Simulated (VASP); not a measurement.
# W (Fm-3m) in VASP: a series of runs

The runs below take W through single point, with LDA.

All numbers are computed with VASP 6.6.1; they aren't measurements. Logs are shortened: lines on timing, memory, paths and dates and some standing lists are left out, and cuts for length are marked.

## (1) The cell of the first run

The structure is cubic, space group Fm-3m (No. 225). Conventional cell: a = 3.974 Å, b = 3.974 Å, c = 3.974 Å, α = 90.00°, β = 90.00°, γ = 90.00°. Within 3.7 Å of W (site symmetry m-3m) lie 12 W at 2.81 Å.

## (2) Single point, LDA

File INCAR:

```
SYSTEM = W
PREC = Accurate
ENCUT = 520
EDIFF = 1E-6
ISMEAR = -1
SIGMA = 0.1
LREAL = .FALSE.
LASPH = .TRUE.
NELM = 60
ALGO = Normal
ISIF = 2
LWAVE = .FALSE.
LCHARG = .FALSE.
NBANDS = 13
```

File KPOINTS:

```
Automatic mesh
0
G
  15 15 15
  0 0 0
```

File POSCAR:

```
W
1.0
    0.0000000000      1.9871056548      1.9871056548
    1.9871056548      0.0000000000      1.9871056548
    1.9871056548      1.9871056548      0.0000000000
W
1
Direct
    0.0000000000      0.0000000000      0.0000000000
```

Potentials or basis: VASP PAW LDA potentials, release 64 (W_sv).

Started as:

```console
$ cat potpaw_LDA.64/W_sv/POTCAR > POTCAR
$ mpirun -np 1 vasp_std > vasp.out
```

OUTCAR:

```text
SYSTEM = W
   PREC = Accurate
   ENCUT = 520
   EDIFF = 1E-6
   ISMEAR = -1
   LREAL = .FALSE.
   LASPH = .TRUE.
   NELM = 60
   ISIF = 2

 ion  position               nearest neighbor table
   1  0.000  0.000  0.000-

  LATTYP: Found a face centered cubic cell.
 ALAT       =     3.9742113096

  Lattice vectors:

 A1 = (   0.0000000000,   1.9871056548,   1.9871056548)
 A2 = (   1.9871056548,   0.0000000000,   1.9871056548)
 A3 = (   1.9871056548,   1.9871056548,   0.0000000000)

Analysis of symmetry for initial positions (statically):
=====================================================================
 Subroutine PRICEL returns:
 Original cell was already a primitive cell.

 Routine SETGRP: Setting up the symmetry group for a
 face centered cubic supercell.

 Subroutine GETGRP returns: Found 48 space group operations
 (whereof 48 operations were pure point group operations)
 out of a pool of 48 trial point group operations.

The static configuration has the point symmetry O_h .

Analysis of symmetry for dynamics (positions and initial velocities):
=====================================================================
 Subroutine PRICEL returns:
 Original cell was already a primitive cell.

 Routine SETGRP: Setting up the symmetry group for a
 face centered cubic supercell.

 Subroutine GETGRP returns: Found 48 space group operations
 (whereof 48 operations were pure point group operations)
 out of a pool of 48 trial point group operations.

The dynamic configuration has the point symmetry O_h .

 Subroutine INISYM returns: Found 48 space group operations
 (whereof 48 operations are pure point group operations),
 and found     1 'primitive' translations

----------------------------------------------------------------------------------------

                                     Primitive cell

  volume of cell :      15.6925

  direct lattice vectors                    reciprocal lattice vectors
     0.000000000  1.987105655  1.987105655    -0.251622252  0.251622252  0.251622252
     1.987105655  0.000000000  1.987105655     0.251622252 -0.251622252  0.251622252
     1.987105655  1.987105655  0.000000000     0.251622252  0.251622252 -0.251622252

  length of vectors
     2.810191767  2.810191767  2.810191767     0.435822525  0.435822525  0.435822525

  position of ions in fractional coordinates (direct lattice)
     0.000000000  0.000000000  0.000000000

  ion indices of the primitive-cell ions
   primitive index   ion index
                 1           1

----------------------------------------------------------------------------------------

 KPOINTS: Automatic mesh

Automatic generation of k-mesh.
 Grid dimensions read from file:
 generate k-points for:   15   15   15

 Generating k-lattice:

  Cartesian coordinates                     Fractional coordinates (reciprocal lattice)
    -0.016774817  0.016774817  0.016774817     0.066666667  0.000000000  0.000000000
     0.016774817 -0.016774817  0.016774817     0.000000000  0.066666667  0.000000000
     0.016774817  0.016774817 -0.016774817     0.000000000  0.000000000  0.066666667

  Length of vectors
     0.029054835  0.029054835  0.029054835

  Shift w.r.t. Gamma in fractional coordinates (k-lattice)
     0.000000000  0.000000000  0.000000000

 Subroutine IBZKPT returns following result:
 ===========================================

 Found    120 irreducible k-points:

 Following reciprocal coordinates:
            Coordinates               Weight
  0.000000  0.000000  0.000000      1.000000
  0.066667  0.000000  0.000000      8.000000
  0.133333  0.000000  0.000000      8.000000
  0.200000  0.000000  0.000000      8.000000
  0.266667  0.000000  0.000000      8.000000
  0.333333  0.000000  0.000000      8.000000
[... 16 lines left out ...]
  0.133333  0.133333  0.000000      6.000000
  0.200000  0.133333  0.000000     24.000000
 [... further k-points ...]
   k-points           NKPTS =    120   k-points in BZ     NKDIM =    120   number of bands    NBANDS=     13
   number of dos      NEDOS =    301   number of ions     NIONS =      1
   total plane-waves  NPLWV =  13824
   dimension x,y,z NGX =    24 NGY =   24 NGZ =   24
   dimension x,y,z NGXF=    48 NGYF=   48 NGZF=   48
   ions per type =               1
   NGX,Y,Z   is equivalent  to a cutoff of  14.20, 14.20, 14.20 a.u.
   NGXF,Y,Z  is equivalent  to a cutoff of  28.40, 28.40, 28.40 a.u.
 SYSTEM =  W
   PREC   = accura    normal or accurate (medium, high low for compatibility)
   ISTART =      0    job   : 0-new  1-cont  2-samecut
   ICHARG =      2    charge: 1-file 2-atom 10-const
   ISPIN  =      1    spin polarized calculation?
   LNONCOLLINEAR =      F non collinear calculations
   LSORBIT =      F    spin-orbit coupling
   LASPH  =      T    aspherical Exc in radial PAW
   ENCUT  =  520.0 eV  38.22 Ry    6.18 a.u.   5.23  5.23  5.23*2*pi/ulx,y,z
   NELM   =     60;   NELMIN=  2; NELMDL= -5     # of ELM steps
   EDIFF  = 0.1E-05   stopping-criterion for ELM
   LREAL  =      F    real-space projection
   EDIFFG = 0.1E-04   stopping-criterion for IOM
   NSW    =      0    number of steps for IOM
   IBRION =     -1    ionic relax: 0-MD 1-quasi-New 2-CG
   NFREE  =      0    steps in history (QN), initial steepest desc. (CG)
   ISIF   =      2    stress and relaxation
   ISYM   =      2    0-nonsym 1-usesym 2-fastsym
   POTIM  = 0.5000    time-step for ionic-motion
   TEBEG  =    0.0;   TEEND  =   0.0 temperature during run
   PSTRESS=    0.0 pullay stress
   NELECT =      14.0000    total number of electrons
   NUPDOWN=      -1.0000    fix difference up-down
   EMIN   =  10.00;   EMAX   =-10.00  energy-range for DOS
   EFERMI =   0.00;   METHOD = LEGACY
   ISMEAR =    -1;   SIGMA  =   0.10  broadening in eV -4-tet -1-fermi 0-gaus
   EFERMI_NEDOS =   21; number of points for ismear=-14 and -15
   IALGO  =     38    algorithm
   IMIX   =      4    mixing-type and parameters
     AMIX     =   0.40;   BMIX     =  1.00
     AMIX_MAG =   1.60;   BMIX_MAG =  1.00
  volume/ion in A,a.u.               =      15.69       105.90
  Fermi-wavevector in a.u.,A,eV,Ry     =   1.575989  2.978188 33.793358  2.483742
  Thomas-Fermi vector in A             =   2.676890
   LORBIT       =      0    0 simple, 1 ext, 2 COOP (PROOUT), +10 PAW based schemes
   GGA     = CA    functional components
   LHFCALC =     F    Hartree Fock is set to
   AEXX    =    0.0000 exact exchange contribution
   IVDW    =     0    specifies the selected vdW correction
   LEPSILON=     F    determine dielectric tensor
   LRPA    =     F    only Hartree local field effects (RPA)
 non-spin polarized calculation
  energy-cutoff  :      520.00
  volume of cell :       15.69
 maximum number of plane-waves:       440
 NGX is ok and might be reduce to    24
   NGX = 11   NGY = 11   NGZ = 11

 number of electron      13.9999999 magnetization

 Free energy of the ion-electron system (eV)
  ---------------------------------------------------
  ext. energy  EPLUGINS =         0.00000000
  ---------------------------------------------------
  free energy    TOTEN  =       -13.63436724 eV

  energy without entropy =      -13.59940992  energy(sigma->0) =      -13.61688858

 E-fermi :  10.9936     XC(G=0): -13.8740

 val. band max:       10.9878819735   @ k =   0.4000   0.1333   0.0667
 cond. band min:      11.0013453983   @ k =  -0.2000   0.0667   0.0000
 fundamental gap:      0.0134634247
 Fermi energy:        10.9935899178

 k-point     1 :       0.0000    0.0000    0.0000
  band No.  band energies     occupation
      1     -62.1530      2.00000
      2     -25.9670      2.00000
      3     -25.9670      2.00000
      4     -25.9670      2.00000
      5       1.8559      2.00000
      6      10.3453      1.99694
      7      10.3453      1.99694
      8      10.3453      1.99694
      9      13.6414      0.00000
     10      13.6414      0.00000
     11      23.9107      0.00000
     12      29.2862      0.00000
     13      29.2862      0.00000

 k-point     2 :       0.0667    0.0000    0.0000
  band No.  band energies     occupation
      1     -62.1473      2.00000
      2     -26.0303      2.00000
      3     -25.9749      2.00000
      4     -25.9749      2.00000
      5       2.0631      2.00000
      6      10.1873      1.99937
      7      10.4419      1.99199
      8      10.4419      1.99199
      9      13.5506      0.00000
     10      13.5506      0.00000
     11      24.3250      0.00000
     12      28.4536      0.00000
     13      29.6753      0.00000

 k-point     3 :       0.1333    0.0000    0.0000
  band No.  band energies     occupation
      1     -62.1310      2.00000
      2     -26.2068      2.00000
      3     -25.9973      2.00000
      4     -25.9973      2.00000
      5       2.6484      2.00000
      6       9.8111      1.99999
      7      10.6737      1.92157
      8      10.6737      1.92157
      9      13.3785      0.00000
     10      13.3785      0.00000
     11      25.3325      0.00000
     12      27.1101      0.00000
     13      30.7867      0.00000

 k-point     4 :       0.2000    0.0000    0.0000
  band No.  band energies     occupation
      1     -62.1069      2.00000
      2     -26.4601      2.00000
      3     -26.0301      2.00000
      4     -26.0301      2.00000
      5       3.4916      2.00000
      6       9.4498      2.00000
      7      10.8434      1.63566
      8      10.8434      1.63566
      9      13.4086      0.00000
     10      13.4086      0.00000
     11      25.1077      0.00000
     12      27.4852      0.00000
     13      32.4887      0.00000

 k-point     5 :       0.2667    0.0000    0.0000
  band No.  band energies     occupation
      1     -62.0792      2.00000
      2     -26.7420      2.00000
      3     -26.0675      2.00000
      4     -26.0675      2.00000
      5       4.3535      2.00000
      6       9.4022      2.00000
      7      10.7526      1.83518
      8      10.7526      1.83518
      9      13.8999      0.00000
     10      13.8999      0.00000
     11      23.9831      0.00000
     12      28.4476      0.00000
     13      34.5152      0.00000
[... 257 lines left out ...]
 k-point    22 :      -0.0667    0.0667    0.0000
  band No.  band energies     occupation
      1     -62.1380      2.00000
      2     -26.1179      2.00000
      3     -26.0112      2.00000
      4     -25.9775      2.00000
      5       2.3978      2.00000
      6       9.9251      1.99995
      7      10.5796      1.96865
      8      10.6309      1.94818
      9      13.2064      0.00000
     10      13.6490      0.00000
     11      24.9716      0.00000
     12      27.7819      0.00000
     13      29.7000      0.00000

 k-point    23 :       0.1333    0.1333    0.0000
  band No.  band energies     occupation
      1     -62.1237      2.00000
      2     -26.2001      2.00000
      3     -26.0501      2.00000
      4     -26.0501      2.00000
      5       2.9173      2.00000
      6       9.3722      2.00000
      7      11.0106      0.91494
      8      11.0106      0.91494
      9      12.4064      0.00000
     10      14.0052      0.00000
     11      26.0010      0.00000
     12      28.2530      0.00000
     13      30.0081      0.00000

 k-point    24 :       0.2000    0.1333    0.0000
  band No.  band energies     occupation
      1     -62.1057      2.00000
      2     -26.3651      2.00000
      3     -26.0920      2.00000
      4     -26.0807      2.00000
      5       3.5651      2.00000
      6       8.9612      2.00000
      7      11.1703      0.29192
      8      11.3356      0.06335
      9      12.1491      0.00002
     10      14.1905      0.00000
     11      27.0349      0.00000
     12      27.6104      0.00000
     13      30.5855      0.00000

 [... further k-points ...]

------------------------ aborting loop because EDIFF is reached ----------------------------------------

  FORCE on cell =-STRESS in cart. coord.  units (eV):
  Direction    XX          YY          ZZ          XY          YZ          ZX
  --------------------------------------------------------------------------------------
  -------------------------------------------------------------------------------------
  Total        0.1367424      0.1367424      0.1367424      0.0000000     -0.0000000      0.0000000
  in kB       13.9611363     13.9611363     13.9611363      0.0000000     -0.0000000      0.0000000
  external PRESSURE =      13.9611363 kB  Pullay stress =       0.0000000 kB

 VOLUME and BASIS-vectors are now :
 -----------------------------------------------------------------------------
  energy-cutoff  :      520.00
  volume of cell :       15.69
      direct lattice vectors                 reciprocal lattice vectors
     0.000000000  1.987105655  1.987105655    -0.251622252  0.251622252  0.251622252
     1.987105655  0.000000000  1.987105655     0.251622252 -0.251622252  0.251622252
     1.987105655  1.987105655  0.000000000     0.251622252  0.251622252 -0.251622252

 POSITION                                       TOTAL-FORCE (eV/Angst)
 -----------------------------------------------------------------------------------
      0.00000      0.00000      0.00000        -0.000000     -0.000000      0.000000
 -----------------------------------------------------------------------------------
    total drift:                                0.000000      0.000000     -0.000000

  FREE ENERGIE OF THE ION-ELECTRON SYSTEM (eV)
  ---------------------------------------------------
  free  energy   TOTEN  =       -13.6343672393 eV

  energy  without entropy=      -13.5994099218  energy(sigma->0) =      -13.61688858
```

Wall time 14 s (1 thread of Intel Xeon 6975P-C (Granite Rapids), shared host); peak memory 0.15 GiB.

Results:

| Quantity | Value |
| --- | --- |
| Free energy | -13.6344 eV |
| Pressure | 1.4 GPa |
| Band gap on the k mesh | zero (band 7 reaches 14.22 eV, above the bottom of band 8 at 10.35 eV) |

Caveat: spin-orbit coupling is left out, which moves the levels of the heavy elements.

## (3) Single point, LDA (volume scaled by 1.08)

File INCAR:

```
PREC     = Accurate       # precision mode
ENCUT    = 520            # plane-wave cutoff, eV
EDIFF    = 1E-7           # SCF threshold, eV
ISMEAR   = -1             # smearing method
SIGMA    = 0.1            # smearing width, eV
LREAL    = F              # projectors in reciprocal space
LASPH    = T              # aspherical terms in the spheres
NELM     = 80             # most SCF steps
ALGO     = Normal         # electronic algorithm
ISIF     = 2              # what is computed and relaxed
LWAVE    = F              # write WAVECAR
LCHARG   = F              # write CHGCAR
GGA      = CA             # functional
NBANDS   = 13             # bands
```

File KPOINTS:

```
regular mesh
0
Gamma
  15 15 15
```

File POSCAR:

```
W
1.0
    0.0000000000      2.0387417239      2.0387417239
    2.0387417239      0.0000000000      2.0387417239
    2.0387417239      2.0387417239      0.0000000000
W
1
Direct
    0.0000000000      0.0000000000      0.0000000000
```

Potentials or basis: VASP PAW LDA potentials, release 64 (W_sv).

Started as:

```console
$ cat potpaw_LDA.64/W_sv/POTCAR > POTCAR
$ mpirun -np 1 vasp_std > vasp.out
```

Wall time 15 s (1 thread of Intel Xeon 6975P-C (Granite Rapids), shared host); peak memory 0.14 GiB.

The run converged. Its results:

- Free energy: -13.5587 eV
- Pressure: -19.5 GPa
- Band gap on the k mesh: zero (band 7 reaches 12.71 eV, above the bottom of band 8 at 9.37 eV)

Levels at points of the mesh, in eV from the Fermi level:
```csv
k point,band 3,band 4,band 5,band 6,band 7,band 8,band 9,band 10,band 11,band 12
"(0.00, 0.00, 0.00)",-37.21,-37.21,-8.75,-0.56,-0.56,-0.56,2.39,2.39,12.82,17.82
```

Caveat: spin-orbit coupling is left out, which moves the levels of the heavy elements.

## (4) Single point, LDA (volume scaled by 1.12)

File INCAR:

```
PREC     = Accurate       # precision mode
ENCUT    = 520            # plane-wave cutoff, eV
EDIFF    = 1E-6           # SCF threshold, eV
ISMEAR   = -1             # smearing method
SIGMA    = 0.1            # smearing width, eV
LREAL    = F              # projectors in reciprocal space
LASPH    = T              # aspherical terms in the spheres
NELM     = 100            # most SCF steps
ALGO     = Normal         # electronic algorithm
ISIF     = 2              # what is computed and relaxed
LWAVE    = F              # write WAVECAR
LCHARG   = F              # write CHGCAR
NBANDS   = 13             # bands
```

KPOINTS is that of step 3.

File POSCAR:

```
W
1.0
    0.0000000000      2.0636068784      2.0636068784
    2.0636068784      0.0000000000      2.0636068784
    2.0636068784      2.0636068784      0.0000000000
W
1
Direct
    0.0000000000      0.0000000000      0.0000000000
```

Started as:

```console
$ cat potpaw_LDA.64/W_sv/POTCAR > POTCAR
$ mpirun -np 1 vasp_std > vasp.out
```

Run time: 13 s. Hardware: 1 thread of Intel Xeon 6975P-C (Granite Rapids), shared host; peak memory 0.14 GiB.

The run converged. Its results:

```
Free energy            : -13.4672 eV
Pressure               : -27.1 GPa
Band gap on the k mesh : zero (band 7 reaches 12.05 eV, above the bottom of band 8 at 8.92 eV)
```

Levels at points of the mesh, in eV from the Fermi level:
```tsv
k point	band 3	band 4	band 5	band 6	band 7	band 8	band 9	band 10	band 11	band 12
(0.00, 0.00, 0.00)	-37.33	-37.33	-8.56	-0.52	-0.52	-0.52	2.27	2.27	12.77	17.59
```

Caveat: spin-orbit coupling is left out, which moves the levels of the heavy elements.

## (5) Single point, LDA, non-collinear spin, zero start, spin-orbit coupling

File INCAR:

```
PREC = Accurate
ENCUT = 520
EDIFF = 1E-6
ISMEAR = -1
SIGMA = 0.1
LREAL = False
LASPH = True
NELM = 150
ALGO = Normal
ISIF = 2
LWAVE = False
LCHARG = False
LNONCOLLINEAR = True
MAGMOM = 0 0 0
LORBIT = 11
LSORBIT = True
GGA_COMPAT = False
LORBMOM = True
LMAXMIX = 4
GGA = CA
NBANDS = 25
```

File KPOINTS:

```
regular mesh
0
Gamma
  14 14 14
```

File POSCAR:

```
W
1.0
    0.0000000000      1.9871056548      1.9871056548
    1.9871056548      0.0000000000      1.9871056548
    1.9871056548      1.9871056548      0.0000000000
W
1
Direct
    0.0000000000      0.0000000000      0.0000000000
```

Started as:

```console
$ cat potpaw_LDA.64/W_sv/POTCAR > POTCAR
$ mpirun -np 1 vasp_ncl > vasp.out
```

Wall time 83 s (1 thread of Intel Xeon 6975P-C (Granite Rapids), shared host); peak memory 0.21 GiB.

It converged, with:

```
Free energy                                           : -14.5033 eV
Pressure                                              : 2.9 GPa
Net moment                                            : 0.00 μB per cell
Valence electrons inside the program's atomic spheres : W 12.18
```

Moments on the atoms (μB; x, y, z):
```
W   0.00 0.00 0.00
```

## (6) The runs side by side

| spin | cell | k mesh | gap on the mesh (eV) | pressure (GPa) |
| --- | --- | --- | --- | --- |
| off | a = 2.810 Å, angles 60.0°, 1 atom | 15 × 15 × 15 | none | 1.4 |
| off | a = 2.883 Å, angles 60.0°, 1 atom | 15 × 15 × 15 | none | -19.5 |
| off | a = 2.918 Å, angles 60.0°, 1 atom | 15 × 15 × 15 | none | -27.1 |
| non-collinear, zero start, SOC | a = 2.810 Å, angles 60.0°, 1 atom | 14 × 14 × 14 | - | 2.9 |

Alike in all rows: task single point; level LDA; potentials or basis VASP PAW LDA potentials, release 64 (W_sv); cutoff (eV) 520; smearing fermi-dirac 0.1 eV.

Caveats: spin-orbit coupling is left out, which moves the levels of the heavy elements (some runs).

Total energies depend on the potentials used, so only differences within one code and one set of settings carry meaning.
